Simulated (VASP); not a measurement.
Write the native input for VASP 6.6.1 that does the following.

| Quantity | Value |
| --- | --- |
| Task | single point |
| Functional | PBEsol |
| Potentials or basis | VASP PAW PBE potentials, release 64 (Mg, O) |
| Cutoff | 520 eV |
| k mesh | 9 × 9 × 6 |
| Occupations | gaussian, width 0.05 eV |
| Spin | no spin polarisation |
| Dipole correction | no |
| Further INCAR settings | ALGO = Normal; EDIFF = 1e-06; NBANDS = 16 |

The structure of MgO lies in POSCAR:

```
MgO
1.0
    3.3034678116      0.0000000000      0.0000000000
   -1.6517339058      2.8608870454      0.0000000000
    0.0000000000      0.0000000000      5.4209000000
Mg O
2 2
Direct
    0.3333333333      0.6666666667      0.0036583380
    0.6666666667      0.3333333333      0.5036583380
    0.3333333333      0.6666666667      0.4009416620
    0.6666666667      0.3333333333      0.9009416620
```

The input as run:

INCAR

```
ALGO = Normal
EDIFF = 1E-6
ENCUT = 520
GGA = PS
ISIF = 2
ISMEAR = 0
LASPH = T
LCHARG = T
LELF = T
LREAL = F
LVHAR = T
LWAVE = F
NBANDS = 16
NELM = 80
PREC = Accurate
SIGMA = 0.05
```

KPOINTS

```
k-points
0
Gamma
  9 9 6
```

Potentials or basis: VASP PAW PBE potentials, release 64 (Mg, O).

Run with:

```sh
$ cat potpaw_PBE.64/Mg/POTCAR potpaw_PBE.64/O/POTCAR > POTCAR
$ mpirun -np 1 vasp_std > vasp.out
```

Results of the run:

| Quantity | Value |
| --- | --- |
| Pressure | -6.8 GPa |
| Largest force | 0.448 eV/Å |
| Band gap on the k mesh | 3.07 eV, direct |

Caveat: the PAW data sets were made with another functional, which shifts forces and pressure a little.

Wall time 48 s on 1 thread of Intel(R) Xeon(R) Platinum 8259CL CPU @ 2.50GHz (Skylake/Cascade Lake), on a shared host, peak memory 0.19 GiB.
